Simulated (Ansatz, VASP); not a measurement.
# Lu4ZrO in VASP and in Ansatz

File INCAR:

```
SYSTEM = Lu4ZrO
PREC = Accurate
ENCUT = 520
EDIFF = 1E-7
ISMEAR = 0
SIGMA = 0.1
LREAL = .FALSE.
LASPH = .TRUE.
NELM = 100
ALGO = Normal
ISIF = 2
LWAVE = .FALSE.
LCHARG = .TRUE.
GGA = PE
LELF = .TRUE.
LVHAR = .TRUE.
NBANDS = 68
```

Contents of KPOINTS:

```
Automatic mesh
0
G
  4 4 4
  0 0 0
```

Contents of POSCAR:

```
Lu4ZrO
1.0
    0.0000000000      4.0212372900      4.0212372900
    4.0212372900      0.0000000000      4.0212372900
    4.0212372900      4.0212372900      0.0000000000
Lu Zr O
4 1 1
Direct
    0.8753639800      0.3748786700      0.3748786700
    0.3748786700      0.3748786700      0.3748786700
    0.3748786700      0.8753639800      0.3748786700
    0.3748786700      0.3748786700      0.8753639800
    0.7500000000      0.7500000000      0.7500000000
    0.0000000000      0.0000000000      0.0000000000
```

Input for Ansatz:

```yaml
crystal:
  lattice:
    - [0.0, 4.02123729, 4.02123729]
    - [4.02123729, 0.0, 4.02123729]
    - [4.02123729, 4.02123729, 0.0]
  atoms:
    - { symbol: Lu, position: [0.87536398, 0.37487867, 0.37487867] }
    - { symbol: Lu, position: [0.37487867, 0.37487867, 0.37487867] }
    - { symbol: Lu, position: [0.37487867, 0.87536398, 0.37487867] }
    - { symbol: Lu, position: [0.37487867, 0.37487867, 0.87536398] }
    - { symbol: Zr, position: [0.75, 0.75, 0.75] }
    - { symbol: O, position: [0.0, 0.0, 0.0] }
basis:
  ecutwfc: 420
kpoints:
  mp_grid: { grid: [4, 4, 4] }
hamiltonian:
  xc: pbe
scf:
  occupations: { method: gaussian, width: 0.1 }
  lower_state_search: "off"
output:
  forces: true
  stress: true
  eigenvalues: true
```

Change from the starting cell: species swapped into the LaLuAl4 type (F-43m, No. 216).

Alike in both runs: task single point; functional PBE; k mesh 4 × 4 × 4; occupations gaussian, width 0.1 eV; no spin polarisation.

|  | VASP | Ansatz |
| --- | --- | --- |
| version | VASP 6.6.1 | Ansatz 0.2.0 |
| potentials or method | VASP PAW PBE potentials, release 64 (Lu, Zr_sv, O), cutoff 520 eV | scalar-relativistic, plane waves, PAW |
| valence electrons in the cell | 118 | 118 |

|  | VASP | Ansatz | Ansatz less VASP |
| --- | --- | --- | --- |
| gap on the k mesh at the Fermi level (eV) | none | none | - |
| pressure (GPa) | 12.9 | 12.5 | -0.41 |
| rms of the force components (eV/Å) | 0.172 | 0.173 | +0.0006 |

Atom by atom the forces differ by 0.001 eV/Å (rms over components). A gap of «none» marks a metal or a gap that the smearing closes. With one functional, cell and mesh, what is left measures potentials, basis and numerics.

Spin-orbit coupling is off throughout.
